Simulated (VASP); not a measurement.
# CdS (Hawleyite) (F-43m) in VASP: single point with PBE

Aim: the single point of CdS (Hawleyite) with PBE.

All numbers are computed with VASP 6.6.1; they aren't measurements. Logs are shortened: lines on timing, memory, paths and dates and some standing lists are left out, and cuts for length are marked.

## Step 1: The cell of the first run

It takes space group F-43m (No. 216, cubic). Conventional cell: a = 5.833 Å, b = 5.833 Å, c = 5.833 Å, α = 90.00°, β = 90.00°, γ = 90.00°. Within 3.3 Å of Cd (site symmetry -43m) lie 4 S at 2.53 Å. S (site symmetry -43m) has 4 Cd at 2.53 Å within 3.3 Å.

## Step 2: Single point, PBE

INCAR reads:

```
SYSTEM = CdS
PREC = Accurate
ENCUT = 500
EDIFF = 1E-6
ISMEAR = 0
SIGMA = 0.01
LREAL = .FALSE.
LASPH = .TRUE.
NELM = 120
ALGO = Normal
ISIF = 2
LWAVE = .FALSE.
LCHARG = .FALSE.
GGA = PE
NBANDS = 16
GGA_COMPAT = .FALSE.
```

KPOINTS reads:

```
regular mesh
0
G
  4 4 4
  0 0 0
```

POSCAR reads:

```
CdS
1.0
    4.1245540000      0.0000000000      0.0000000000
    2.0622770000      3.5719685433      0.0000000000
    2.0622770000      1.1906561811      3.3676842389
Cd S
1 1
Direct
    0.0000000000      0.0000000000      0.0000000000
    0.2500000000      0.2500000000      0.2500000000
```

Potentials or basis: VASP PAW PBE potentials, release 64 (Cd, S).

Started as:

```
$ cat potpaw_PBE.64/Cd/POTCAR potpaw_PBE.64/S/POTCAR > POTCAR
$ mpirun -np 1 vasp_std > vasp.out
```

OUTCAR:

```text
SYSTEM = CdS
   PREC = Accurate
   ENCUT = 500
   EDIFF = 1E-6
   ISMEAR = 0
   LREAL = .FALSE.
   LASPH = .TRUE.
   NELM = 120
   ISIF = 2
   GGA = PE

 ion  position               nearest neighbor table
   1  0.000  0.000  0.000-   2 2.53   2 2.53   2 2.53   2 2.53
   2  0.250  0.250  0.250-   1 2.53   1 2.53   1 2.53   1 2.53

  LATTYP: Found a face centered cubic cell.
 ALAT       =     5.8330002056

  Lattice vectors:

 A1 = (   4.1245540000,   0.0000000000,   0.0000000000)
 A2 = (   2.0622770000,   3.5719685433,   0.0000000000)
 A3 = (   2.0622770000,   1.1906561811,   3.3676842389)

Analysis of symmetry for initial positions (statically):
=====================================================================
 Subroutine PRICEL returns:
 Original cell was already a primitive cell.

 Routine SETGRP: Setting up the symmetry group for a
 face centered cubic supercell.

 Subroutine GETGRP returns: Found 24 space group operations
 (whereof 24 operations were pure point group operations)
 out of a pool of 48 trial point group operations.

The static configuration has the point symmetry T_d .

Analysis of symmetry for dynamics (positions and initial velocities):
=====================================================================
 Subroutine PRICEL returns:
 Original cell was already a primitive cell.

 Routine SETGRP: Setting up the symmetry group for a
 face centered cubic supercell.

 Subroutine GETGRP returns: Found 24 space group operations
 (whereof 24 operations were pure point group operations)
 out of a pool of 48 trial point group operations.

The dynamic configuration has the point symmetry T_d .

 Subroutine INISYM returns: Found 24 space group operations
 (whereof 24 operations are pure point group operations),
 and found     1 'primitive' translations

----------------------------------------------------------------------------------------

                                     Primitive cell

  volume of cell :      49.6153

  direct lattice vectors                    reciprocal lattice vectors
     4.124554000  0.000000000  0.000000000     0.242450456 -0.139978836 -0.098979984
     2.062277000  3.571968543  0.000000000     0.000000000  0.279957673 -0.098979984
     2.062277000  1.190656181  3.367684239     0.000000000  0.000000000  0.296939953

  length of vectors
     4.124554000  4.124554000  4.124554000     0.296939953  0.296939953  0.296939953

  position of ions in fractional coordinates (direct lattice)
     0.000000000  0.000000000  0.000000000
     0.250000000  0.250000000  0.250000000

  ion indices of the primitive-cell ions
   primitive index   ion index
                 1           1
                 2           2

----------------------------------------------------------------------------------------

 KPOINTS: regular mesh

Automatic generation of k-mesh.
 Grid dimensions read from file:
 generate k-points for:    4    4    4

 Generating k-lattice:

  Cartesian coordinates                     Fractional coordinates (reciprocal lattice)
     0.060612614 -0.034994709 -0.024744996     0.250000000 -0.000000000 -0.000000000
     0.000000000  0.069989418 -0.024744996     0.000000000  0.250000000  0.000000000
     0.000000000  0.000000000  0.074234988     0.000000000  0.000000000  0.250000000

  Length of vectors
     0.074234988  0.074234988  0.074234988

  Shift w.r.t. Gamma in fractional coordinates (k-lattice)
     0.000000000  0.000000000  0.000000000

 Subroutine IBZKPT returns following result:
 ===========================================

 Found      8 irreducible k-points:

 Following reciprocal coordinates:
            Coordinates               Weight
  0.000000  0.000000  0.000000      1.000000
  0.250000  0.000000 -0.000000      8.000000
  0.500000  0.000000 -0.000000      4.000000
  0.250000  0.250000  0.000000      6.000000
  0.500000  0.250000 -0.000000     24.000000
 -0.250000  0.250000  0.000000     12.000000
  0.500000  0.500000  0.000000      3.000000
 -0.250000  0.500000  0.250000      6.000000
   k-points           NKPTS =      8   k-points in BZ     NKDIM =      8   number of bands    NBANDS=     16
   number of dos      NEDOS =    301   number of ions     NIONS =      2
   total plane-waves  NPLWV =  27000
   dimension x,y,z NGX =    30 NGY =   30 NGZ =   30
   dimension x,y,z NGXF=    60 NGYF=   60 NGZF=   60
   ions per type =               1   1
   NGX,Y,Z   is equivalent  to a cutoff of  12.09, 12.09, 12.09 a.u.
   NGXF,Y,Z  is equivalent  to a cutoff of  24.18, 24.18, 24.18 a.u.
 SYSTEM =  CdS
   PREC   = accura    normal or accurate (medium, high low for compatibility)
   ISTART =      0    job   : 0-new  1-cont  2-samecut
   ICHARG =      2    charge: 1-file 2-atom 10-const
   ISPIN  =      1    spin polarized calculation?
   LNONCOLLINEAR =      F non collinear calculations
   LSORBIT =      F    spin-orbit coupling
   LASPH  =      T    aspherical Exc in radial PAW
   ENCUT  =  500.0 eV  36.75 Ry    6.06 a.u.   7.52  7.52  7.52*2*pi/ulx,y,z
   NELM   =    120;   NELMIN=  2; NELMDL= -5     # of ELM steps
   EDIFF  = 0.1E-05   stopping-criterion for ELM
   LREAL  =      F    real-space projection
   EDIFFG = 0.1E-04   stopping-criterion for IOM
   NSW    =      0    number of steps for IOM
   IBRION =     -1    ionic relax: 0-MD 1-quasi-New 2-CG
   NFREE  =      0    steps in history (QN), initial steepest desc. (CG)
   ISIF   =      2    stress and relaxation
   ISYM   =      2    0-nonsym 1-usesym 2-fastsym
   POTIM  = 0.5000    time-step for ionic-motion
   TEBEG  =    0.0;   TEEND  =   0.0 temperature during run
   PSTRESS=    0.0 pullay stress
   NELECT =      18.0000    total number of electrons
   NUPDOWN=      -1.0000    fix difference up-down
   EMIN   =  10.00;   EMAX   =-10.00  energy-range for DOS
   EFERMI =   0.00;   METHOD = LEGACY
   ISMEAR =     0;   SIGMA  =   0.01  broadening in eV -4-tet -1-fermi 0-gaus
   EFERMI_NEDOS =   21; number of points for ismear=-14 and -15
   IALGO  =     38    algorithm
   IMIX   =      4    mixing-type and parameters
     AMIX     =   0.40;   BMIX     =  1.00
     AMIX_MAG =   1.60;   BMIX_MAG =  1.00
  volume/ion in A,a.u.               =      24.81       167.41
  Fermi-wavevector in a.u.,A,eV,Ry     =   1.167599  2.206442 18.548648  1.363287
  Thomas-Fermi vector in A             =   2.304097
   LORBIT       =      0    0 simple, 1 ext, 2 COOP (PROOUT), +10 PAW based schemes
   GGA     = PE    functional components
   LHFCALC =     F    Hartree Fock is set to
   AEXX    =    0.0000 exact exchange contribution
   IVDW    =     0    specifies the selected vdW correction
   LEPSILON=     F    determine dielectric tensor
   LRPA    =     F    only Hartree local field effects (RPA)
 non-spin polarized calculation
 Gauss-broadening in eV      SIGMA  =   0.01
  energy-cutoff  :      500.00
  volume of cell :       49.62
 maximum number of plane-waves:      1283
   NGX = 15   NGY = 15   NGZ = 15

 number of electron      18.0000003 magnetization

 Free energy of the ion-electron system (eV)
  ---------------------------------------------------
  ext. energy  EPLUGINS =         0.00000000
  ---------------------------------------------------
  free energy    TOTEN  =        -6.08779031 eV

  energy without entropy =       -6.08779031  energy(sigma->0) =       -6.08779031

 E-fermi :   1.4363     XC(G=0):  -9.1404

 val. band max:        1.3374999785   @ k =   0.0000   0.0000   0.0000
 cond. band min:       2.4758742172   @ k =   0.0000   0.0000   0.0000
 fundamental gap:      1.1383742387
 Fermi energy:         1.4363058846

 k-point     1 :       0.0000    0.0000    0.0000
  band No.  band energies     occupation
      1     -11.0301      2.00000
      2      -6.4120      2.00000
      3      -6.4120      2.00000
      4      -6.4120      2.00000
      5      -5.9346      2.00000
      6      -5.9346      2.00000
[... 8 lines left out ...]
     15      12.8062      0.00000
     16      12.8062      0.00000

 k-point     2 :       0.2500    0.0000   -0.0000
  band No.  band energies     occupation
      1     -10.8168      2.00000
      2      -6.3409      2.00000
      3      -6.3409      2.00000
      4      -6.1652      2.00000
      5      -5.9303      2.00000
      6      -5.9303      2.00000
[... 8 lines left out ...]
     15      11.9723      0.00000
     16      12.6610      0.00000

 k-point     3 :       0.5000    0.0000   -0.0000
  band No.  band energies     occupation
      1     -10.6038      2.00000
      2      -6.2920      2.00000
      3      -6.2920      2.00000
      4      -5.8967      2.00000
      5      -5.8967      2.00000
      6      -5.5522      2.00000
[... 8 lines left out ...]
     15      13.8780      0.00000
     16      13.8780      0.00000

 k-point     4 :       0.2500    0.2500    0.0000
  band No.  band energies     occupation
      1     -10.7476      2.00000
      2      -6.2529      2.00000
      3      -6.2529      2.00000
      4      -6.2395      2.00000
      5      -5.9506      2.00000
      6      -5.8912      2.00000
[... 8 lines left out ...]
     15      13.1836      0.00000
     16      16.0364      0.00000

 k-point     5 :       0.5000    0.2500   -0.0000
  band No.  band energies     occupation
      1     -10.5395      2.00000
      2      -6.2385      2.00000
      3      -6.1751      2.00000
      4      -6.0244      2.00000
      5      -5.8819      2.00000
      6      -5.5188      2.00000
[... 8 lines left out ...]
     15      13.9948      0.00000
     16      14.9524      0.00000

 k-point     6 :      -0.2500    0.2500    0.0000
  band No.  band energies     occupation
      1     -10.6075      2.00000
      2      -6.2603      2.00000
      3      -6.2468      2.00000
      4      -5.9591      2.00000
      5      -5.9460      2.00000
      6      -5.6810      2.00000
[... 8 lines left out ...]
     15      13.6675      0.00000
     16      14.6975      0.00000

 k-point     7 :       0.5000    0.5000    0.0000
  band No.  band energies     occupation
      1     -10.4723      2.00000
      2      -6.1997      2.00000
      3      -6.0636      2.00000
      4      -6.0636      2.00000
      5      -5.8474      2.00000
      6      -5.4869      2.00000
[... 8 lines left out ...]
     15      13.6933      0.00000
     16      14.8290      0.00000

 k-point     8 :      -0.2500    0.5000    0.2500
  band No.  band energies     occupation
      1     -10.4741      2.00000
      2      -6.1806      2.00000
      3      -6.1605      2.00000
      4      -5.9735      2.00000
      5      -5.9270      2.00000
      6      -5.3011      2.00000
[... 8 lines left out ...]
     15      14.5497      0.00000
     16      14.6538      0.00000

------------------------ aborting loop because EDIFF is reached ----------------------------------------

  FORCE on cell =-STRESS in cart. coord.  units (eV):
  Direction    XX          YY          ZZ          XY          YZ          ZX
  --------------------------------------------------------------------------------------
  -------------------------------------------------------------------------------------
  Total        1.0397014      1.0397014      1.0397014      0.0000000     -0.0000000      0.0000000
  in kB       33.5740097     33.5740097     33.5740097      0.0000000     -0.0000000      0.0000000
  external PRESSURE =      33.5740097 kB  Pullay stress =       0.0000000 kB

 VOLUME and BASIS-vectors are now :
 -----------------------------------------------------------------------------
  energy-cutoff  :      500.00
  volume of cell :       49.62
      direct lattice vectors                 reciprocal lattice vectors
     4.124554000  0.000000000  0.000000000     0.242450456 -0.139978836 -0.098979984
     2.062277000  3.571968543  0.000000000     0.000000000  0.279957673 -0.098979984
     2.062277000  1.190656181  3.367684239     0.000000000  0.000000000  0.296939953

 POSITION                                       TOTAL-FORCE (eV/Angst)
 -----------------------------------------------------------------------------------
      0.00000      0.00000      0.00000        -0.000000     -0.000000     -0.000000
      2.06228      1.19066      0.84192         0.000000      0.000000      0.000000
 -----------------------------------------------------------------------------------
    total drift:                               -0.000000     -0.000000      0.000000

  FREE ENERGIE OF THE ION-ELECTRON SYSTEM (eV)
  ---------------------------------------------------
  free  energy   TOTEN  =        -6.0877903053 eV

  energy  without entropy=       -6.0877903053  energy(sigma->0) =       -6.08779031
```

It took 5.9 s on 1 thread of Intel Xeon Platinum 8559C (Emerald Rapids), shared host; peak memory 0.16 GiB.

Results:

```yaml
Free_energy: -6.0878 eV
Pressure: 3.4 GPa
Band_gap_on_the_k_mesh: 1.14 eV, direct
```

Caveat: the k points lie up to 0.47 Å⁻¹ apart.
